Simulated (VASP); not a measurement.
A run of VASP 6.6.1 is set up as follows.

INCAR

```
SYSTEM = Ta
PREC     = Accurate       ! precision mode
ENCUT    = 520            ! plane-wave cutoff, eV
EDIFF    = 1E-6           ! SCF threshold, eV
ISMEAR   = 0              ! smearing method
SIGMA    = 0.1            ! smearing width, eV
LREAL    = .False.        ! projectors in reciprocal space
LASPH    = .True.         ! aspherical terms in the spheres
NELM     = 60             ! most SCF steps
ALGO     = Normal         ! electronic algorithm
ISIF     = 2              ! what is computed and relaxed
LWAVE    = .False.        ! write WAVECAR
LCHARG   = .True.         ! write CHGCAR
GGA      = PS             ! functional
LELF     = .True.         ! ELF
LVHAR    = .True.       
NBANDS   = 12             ! bands
```

File KPOINTS:

```
regular mesh
0
Gamma
  18 18 18
  0 0 0
```

POSCAR

```
Ta
1.0
   -1.6402040214      1.6402040214      1.6402040214
    1.6402040214     -1.6402040214      1.6402040214
    1.6402040214      1.6402040214     -1.6402040214
Ta
1
Direct
    0.0000000000      0.0000000000      0.0000000000
```

Potentials or basis: VASP PAW PBE potentials, release 64 (Ta_pv).

The run is started by

```sh
$ cat potpaw_PBE.64/Ta_pv/POTCAR > POTCAR
$ mpirun -np 1 vasp_std > vasp.out
```

(1) What does it give for the pressure?

Results:

(1) 0.2 GPa.

Caveat: the PAW data sets were made with another functional, which shifts forces and pressure a little.
